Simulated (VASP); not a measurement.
Crystal: CaO.

```xyz
2
Lattice="0.0000 2.3975 2.3975 2.3975 0.0000 2.3975 2.3975 2.3975 0.0000" Properties=species:S:1:pos:R:3 pbc="T T T"
Ca    0.0000    0.0000    0.0000
O     2.3975    2.3975    2.3975
```

Base run:

| Quantity | Value |
| --- | --- |
| Program | VASP 6.6.1 |
| Functional | HF |
| Potentials or basis | VASP PAW PBE potentials, release 64 (Ca_sv, O) |
| Cutoff | 520 eV |
| k mesh | 6 × 6 × 6 |
| Occupations | gaussian, width 0.01 eV |
| Spin | no spin polarisation |

Its results: band gap on the k mesh 14.00 eV (least direct gap 14.52 eV); pressure 5.9 GPa.

The run is repeated on the same cell with these changes: functional from HF to r2SCAN0; share of exact exchange from 1 to 0.25. What comes out?

Band gap on the k mesh 6.42 eV (least direct gap 6.85 eV); pressure -0.2 GPa.

Caveats: the PAW data sets were made with another functional, which shifts forces and pressure a little; the cell stands under pressure (at least some runs).

A k mesh can miss the band edges.
